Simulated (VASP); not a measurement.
# C (R-3m) in VASP: relaxation of shape and atoms at fixed volume with r2SCAN

Aim: the relaxation of shape and atoms at fixed volume of C with r2SCAN.

All numbers are computed with VASP 6.6.1; they aren't measurements. Logs are shortened: lines on timing, memory, paths and dates and some standing lists are left out, and cuts for length are marked.

### 1 The cell of the first run

The structure is trigonal, space group R-3m (No. 166). The conventional cell has a = 2.429 Å, b = 2.429 Å, c = 10.148 Å, α = 90.00°, β = 90.00°, γ = 120.00°. Within 1.9 Å of C (site symmetry 3m) lie 3 C at 1.40 Å.

### 2 Relaxation of shape and atoms at fixed volume, r2SCAN (8.64 Å³/atom)

POSCAR

```
C
1.0
    1.2142848011      0.7010676568      3.3826212017
   -1.2142848011      0.7010676568      3.3826212017
    0.0000000000     -1.4021353135      3.3826212017
C
2
Direct
    0.8333605989      0.8333605989      0.8333605989
    0.1666394011      0.1666394011      0.1666394011
```

INCAR.step1

```
SYSTEM = C
  ALGO = Normal
  EDIFF = 1E-5
  EDIFFG = -0.005
  ENCUT = 660
  GGA = PE
  GGA_COMPAT = .FALSE.
  IBRION = 2
  ISIF = 3
  ISMEAR = 0
  LASPH = .TRUE.
  LCHARG = .FALSE.
  LREAL = .FALSE.
  LWAVE = .TRUE.
  NELM = 120
  NELMIN = 4
  NSW = 100
  PREC = Accurate
  SIGMA = 0.02
```

INCAR.step2

```
SYSTEM = C
  ALGO = Normal
  EDIFF = 1E-7
  EDIFFG = -0.01
  ENCUT = 660
  GGA_COMPAT = .FALSE.
  IBRION = 2
  ISIF = 4
  ISMEAR = 0
  ISTART = 1
  LASPH = .TRUE.
  LCHARG = .FALSE.
  LMIXTAU = .TRUE.
  LREAL = .FALSE.
  LWAVE = .FALSE.
  METAGGA = R2SCAN
  NELM = 120
  NELMIN = 4
  NSW = 50
  PREC = Accurate
  SIGMA = 0.02
```

KPOINTS

```
k-points
0
G
  18 18 18
  0 0 0
```

Potentials or basis: VASP PAW PBE potentials, release 64 (C).

Launch:

```bash
cat potpaw_PBE.64/C/POTCAR > POTCAR
cp INCAR.step1 INCAR
mpirun -np 1 vasp_std > vasp.out
cp INCAR.step2 INCAR
mpirun -np 1 vasp_std > vasp.out
```

OUTCAR:

```text
SYSTEM = C
   EDIFF = 1E-7
   EDIFFG = -0.01
   ENCUT = 660
   IBRION = 2
   ISIF = 4
   ISMEAR = 0
   ISTART = 1
   LASPH = .TRUE.
   LREAL = .FALSE.
   METAGGA = R2SCAN
   NELM = 120
   NELMIN = 4
   NSW = 50
   PREC = Accurate

 ion  position               nearest neighbor table
   1  0.833  0.833  0.833-   2 1.40   2 1.40   2 1.40
   2  0.167  0.167  0.167-   1 1.40   1 1.40   1 1.40

  LATTYP: Found a trigonal (rhomboedric) cell.
 ALAT       =     3.6617085673
 COS(alpha) =     0.7800603338

  Lattice vectors:

 A1 = (   1.2142848011,   0.7010676568,   3.3826212017)
 A2 = (  -1.2142848011,   0.7010676568,   3.3826212017)
 A3 = (   0.0000000000,  -1.4021353135,   3.3826212017)

Analysis of symmetry for initial positions (statically):
=====================================================================
 Subroutine PRICEL returns:
 Original cell was already a primitive cell.

 Routine SETGRP: Setting up the symmetry group for a
 trigonal (rhombohedral) supercell.

 Subroutine GETGRP returns: Found 12 space group operations
 (whereof 12 operations were pure point group operations)
 out of a pool of 12 trial point group operations.

The static configuration has the point symmetry D_3d.

Analysis of symmetry for dynamics (positions and initial velocities):
=====================================================================
 Subroutine PRICEL returns:
 Original cell was already a primitive cell.

 Routine SETGRP: Setting up the symmetry group for a
 trigonal (rhombohedral) supercell.

 Subroutine GETGRP returns: Found 12 space group operations
 (whereof 12 operations were pure point group operations)
 out of a pool of 12 trial point group operations.

The dynamic configuration has the point symmetry D_3d.

 Subroutine INISYM returns: Found 12 space group operations
 (whereof 12 operations are pure point group operations),
 and found     1 'primitive' translations

----------------------------------------------------------------------------------------

                                     Primitive cell

  volume of cell :      17.2777

  direct lattice vectors                    reciprocal lattice vectors
     1.214284801  0.701067657  3.382621202     0.411765016  0.237732643  0.098542909
    -1.214284801  0.701067657  3.382621202    -0.411765016  0.237732643  0.098542909
     0.000000000 -1.402135314  3.382621202     0.000000000 -0.475465285  0.098542909

  length of vectors
     3.661708567  3.661708567  3.661708567     0.485569709  0.485569709  0.485569709

  position of ions in fractional coordinates (direct lattice)
     0.833360599  0.833360599  0.833360599
     0.166639401  0.166639401  0.166639401

  ion indices of the primitive-cell ions
   primitive index   ion index
                 1           1
                 2           2

----------------------------------------------------------------------------------------

 KPOINTS: k-points

Automatic generation of k-mesh.
 Grid dimensions read from file:
 generate k-points for:   18   18   18

 Generating k-lattice:

  Cartesian coordinates                     Fractional coordinates (reciprocal lattice)
     0.022875834  0.013207369  0.005474606     0.055555556  0.000000000  0.000000000
    -0.022875834  0.013207369  0.005474606     0.000000000  0.055555556  0.000000000
     0.000000000 -0.026414738  0.005474606     0.000000000  0.000000000  0.055555556

  Length of vectors
     0.026976095  0.026976095  0.026976095

  Shift w.r.t. Gamma in fractional coordinates (k-lattice)
     0.000000000  0.000000000  0.000000000

 Subroutine IBZKPT returns following result:
 ===========================================

 Found    580 irreducible k-points:

 Following reciprocal coordinates:
            Coordinates               Weight
  0.000000  0.000000  0.000000      1.000000
  0.055556  0.000000  0.000000      6.000000
  0.111111  0.000000  0.000000      6.000000
  0.166667  0.000000  0.000000      6.000000
  0.222222  0.000000  0.000000      6.000000
  0.277778  0.000000  0.000000      6.000000
[... 16 lines left out ...]
 -0.277778  0.055556 -0.000000     12.000000
 -0.222222  0.055556 -0.000000     12.000000
 [... further k-points ...]
   k-points           NKPTS =    580   k-points in BZ     NKDIM =    580   number of bands    NBANDS=      8
   number of dos      NEDOS =    301   number of ions     NIONS =      2
   total plane-waves  NPLWV =  32768
   dimension x,y,z NGX =    32 NGY =   32 NGZ =   32
   dimension x,y,z NGXF=    64 NGYF=   64 NGZF=   64
   ions per type =               2
   NGX,Y,Z   is equivalent  to a cutoff of  14.53, 14.53, 14.53 a.u.
   NGXF,Y,Z  is equivalent  to a cutoff of  29.06, 29.06, 29.06 a.u.
 SYSTEM =  C
   PREC   = accura    normal or accurate (medium, high low for compatibility)
   ISTART =      1    job   : 0-new  1-cont  2-samecut
   ICHARG =      0    charge: 1-file 2-atom 10-const
   ISPIN  =      1    spin polarized calculation?
   LNONCOLLINEAR =      F non collinear calculations
   LSORBIT =      F    spin-orbit coupling
   LASPH  =      T    aspherical Exc in radial PAW
   ENCUT  =  660.0 eV  48.51 Ry    6.96 a.u.   7.67  7.67  7.67*2*pi/ulx,y,z
   NELM   =    120;   NELMIN=  4; NELMDL=  0     # of ELM steps
   EDIFF  = 0.1E-06   stopping-criterion for ELM
   LREAL  =      F    real-space projection
   EDIFFG = -.1E-01   stopping-criterion for IOM
   NSW    =     50    number of steps for IOM
   IBRION =      2    ionic relax: 0-MD 1-quasi-New 2-CG
   NFREE  =      1    steps in history (QN), initial steepest desc. (CG)
   ISIF   =      4    stress and relaxation
   ISYM   =      2    0-nonsym 1-usesym 2-fastsym
   POTIM  = 0.5000    time-step for ionic-motion
   TEBEG  =    0.0;   TEEND  =   0.0 temperature during run
   PSTRESS=    0.0 pullay stress
   NELECT =       8.0000    total number of electrons
   NUPDOWN=      -1.0000    fix difference up-down
   EMIN   =  10.00;   EMAX   =-10.00  energy-range for DOS
   EFERMI =   0.00;   METHOD = LEGACY
   ISMEAR =     0;   SIGMA  =   0.02  broadening in eV -4-tet -1-fermi 0-gaus
   EFERMI_NEDOS =   21; number of points for ismear=-14 and -15
   IALGO  =     38    algorithm
   IMIX   =      4    mixing-type and parameters
     AMIX     =   0.40;   BMIX     =  1.00
     AMIX_MAG =   1.60;   BMIX_MAG =  1.00
  volume/ion in A,a.u.               =       8.64        58.30
  Fermi-wavevector in a.u.,A,eV,Ry     =   1.266513  2.393363 21.824510  1.604056
  Thomas-Fermi vector in A             =   2.399710
   LORBIT       =      0    0 simple, 1 ext, 2 COOP (PROOUT), +10 PAW based schemes
   METAGGA = R2SCAN    functional components
   LHFCALC =     F    Hartree Fock is set to
   AEXX    =    0.0000 exact exchange contribution
   IVDW    =     0    specifies the selected vdW correction
   LEPSILON=     F    determine dielectric tensor
   LRPA    =     F    only Hartree local field effects (RPA)
 conjugate gradient relaxation of ions
 non-spin polarized calculation
 Gauss-broadening in eV      SIGMA  =   0.02
  energy-cutoff  :      660.00
  volume of cell :       17.28
 maximum number of plane-waves:       676
   NGX = 15   NGY = 15   NGZ = 15

--------------------------------------- Ionic step        1  -------------------------------------------

 number of electron       8.0000000 magnetization

 Free energy of the ion-electron system (eV)
  ---------------------------------------------------
  ext. energy  EPLUGINS =         0.00000000
  ---------------------------------------------------
  free energy    TOTEN  =       -19.86725800 eV

  energy without entropy =      -19.86725800  energy(sigma->0) =      -19.86725800

------------------------ aborting loop because EDIFF is reached ----------------------------------------

  FORCE on cell =-STRESS in cart. coord.  units (eV):
  Direction    XX          YY          ZZ          XY          YZ          ZX
  --------------------------------------------------------------------------------------
  -------------------------------------------------------------------------------------
  Total        1.6362731      1.6362731      0.0627585      0.0000000      0.0000000      0.0000000
  in kB      151.7334271    151.7334271      5.8196656      0.0000000      0.0000000      0.0000000
  external PRESSURE =     103.0955066 kB  Pullay stress =       0.0000000 kB

 VOLUME and BASIS-vectors are now :
 -----------------------------------------------------------------------------
  energy-cutoff  :      660.00
  volume of cell :       17.28
      direct lattice vectors                 reciprocal lattice vectors
     1.214284801  0.701067657  3.382621202     0.411765016  0.237732643  0.098542909
    -1.214284801  0.701067657  3.382621202    -0.411765016  0.237732643  0.098542909
     0.000000000 -1.402135314  3.382621202     0.000000000 -0.475465285  0.098542909
[... 37 lines left out ...]
 POSITION                                       TOTAL-FORCE (eV/Angst)
 -----------------------------------------------------------------------------------
      0.00000      0.00000      8.24415         0.000000      0.000000      0.005103
      0.00000      0.00000      1.64853        -0.000000     -0.000000     -0.005103
 -----------------------------------------------------------------------------------
    total drift:                                0.000000     -0.000000     -0.000000

  FREE ENERGIE OF THE ION-ELECTRON SYSTEM (eV)
  ---------------------------------------------------
  free  energy   TOTEN  =       -19.8818901699 eV

  energy  without entropy=      -19.8818901699  energy(sigma->0) =      -19.88189017

--------------------------------------- Ionic step        3  -------------------------------------------

 number of electron       8.0000000 magnetization

 Free energy of the ion-electron system (eV)
  ---------------------------------------------------
  ext. energy  EPLUGINS =         0.00000000
  ---------------------------------------------------
  free energy    TOTEN  =       -19.88298909 eV

  energy without entropy =      -19.88298909  energy(sigma->0) =      -19.88298909

 E-fermi :   4.5377     XC(G=0): -11.2363

 val. band max:        4.4530065328   @ k =  -0.3333   0.3333   0.0000
 cond. band min:       5.1859921201   @ k =  -0.3333   0.3333   0.0000
 fundamental gap:      0.7329855872
 Fermi energy:         4.5376867834

 k-point     1 :       0.0000    0.0000    0.0000
  band No.  band energies     occupation
      1     -16.1995      2.00000
      2      -2.1656      2.00000
      3       1.6364      2.00000
      4       1.6364      2.00000
      5       9.3691      0.00000
      6      13.6176      0.00000
      7      13.6176      0.00000
      8      17.2536      0.00000

 k-point     2 :       0.0556    0.0000    0.0000
  band No.  band energies     occupation
      1     -16.1200      2.00000
      2      -2.0854      2.00000
      3       1.3137      2.00000
      4       1.4685      2.00000
      5       9.4796      0.00000
      6      13.6729      0.00000
      7      13.9564      0.00000
      8      16.9565      0.00000
[... 221 lines left out ...]
 k-point    23 :      -0.2778    0.0556   -0.0000
  band No.  band energies     occupation
      1     -13.7880      2.00000
      2      -4.6605      2.00000
      3      -1.3088      2.00000
      4       0.3588      2.00000
      5      10.8179      0.00000
      6      12.4840      0.00000
      7      13.6875      0.00000
      8      20.2086      0.00000

 k-point    24 :      -0.2222    0.0556   -0.0000
  band No.  band energies     occupation
      1     -14.5589      2.00000
      2      -3.1013      2.00000
      3      -0.7506      2.00000
      4      -0.4124      2.00000
      5      11.4486      0.00000
      6      12.4406      0.00000
      7      13.8631      0.00000
      8      18.5605      0.00000

 [... further k-points ...]
[... 5 lines left out ...]
  --------------------------------------------------------------------------------------
  -------------------------------------------------------------------------------------
  Total        0.1661677      0.1661677      0.1659139     -0.0000000      0.0000000      0.0000000
  in kB       15.4089190     15.4089190     15.3853767     -0.0000000      0.0000000      0.0000000
  external PRESSURE =      15.4010715 kB  Pullay stress =       0.0000000 kB

 VOLUME and BASIS-vectors are now :
 -----------------------------------------------------------------------------
  energy-cutoff  :      660.00
  volume of cell :       17.28
      direct lattice vectors                 reciprocal lattice vectors
     1.226571241  0.708161236  3.315193859     0.407640407  0.235351299  0.100547162
    -1.226571241  0.708161236  3.315193859    -0.407640407  0.235351299  0.100547162
     0.000000000 -1.416322473  3.315193859     0.000000000 -0.470702597  0.100547162

 POSITION                                       TOTAL-FORCE (eV/Angst)
 -----------------------------------------------------------------------------------
      0.00000      0.00000      8.28824         0.000000      0.000000      0.003761
      0.00000      0.00000      1.65734        -0.000000     -0.000000     -0.003761
 -----------------------------------------------------------------------------------
    total drift:                                0.000000      0.000000     -0.000000

  FREE ENERGIE OF THE ION-ELECTRON SYSTEM (eV)
  ---------------------------------------------------
  free  energy   TOTEN  =       -19.8829890862 eV

  energy  without entropy=      -19.8829890862  energy(sigma->0) =      -19.88298909

 reached required accuracy - stopping structural energy minimisation
```

It took 41 min on 1 thread of Intel Xeon Platinum 8259CL at 2.50GHz (Skylake/Cascade Lake), shared host; peak memory 0.25 GiB.

What came out:

```
Free energy                  : -19.8830 eV
Energy gained by relaxing    : 7.9 meV/atom
Ionic steps                  : 3
Pressure after relaxing      : 1.5 GPa
Largest force after relaxing : 0.004 eV/Å
```

Forces in eV/Å, atoms in the order of the input:
```
C    0.000  0.000  0.004
C    0.000  0.000 -0.004
```

The path:
```csv
step,energy change (eV),largest force (eV/Å),pressure (GPa),volume (Å³)
1,0.0000,0.0004,10.31,17.28
2,-0.0146,0.0051,-0.70,17.28
3,-0.0157,0.0038,1.54,17.28
```

Final structure:
```xyz
2
Lattice="1.2266 0.7082 3.3152 -1.2266 0.7082 3.3152 0.0000 -1.4163 3.3152" Properties=species:S:1:pos:R:3 pbc="T T T"
C     0.0000    0.0000    8.2882
C     0.0000    0.0000    1.6573
```

Caveat: the PAW data sets were made with another functional, which shifts forces and pressure a little.
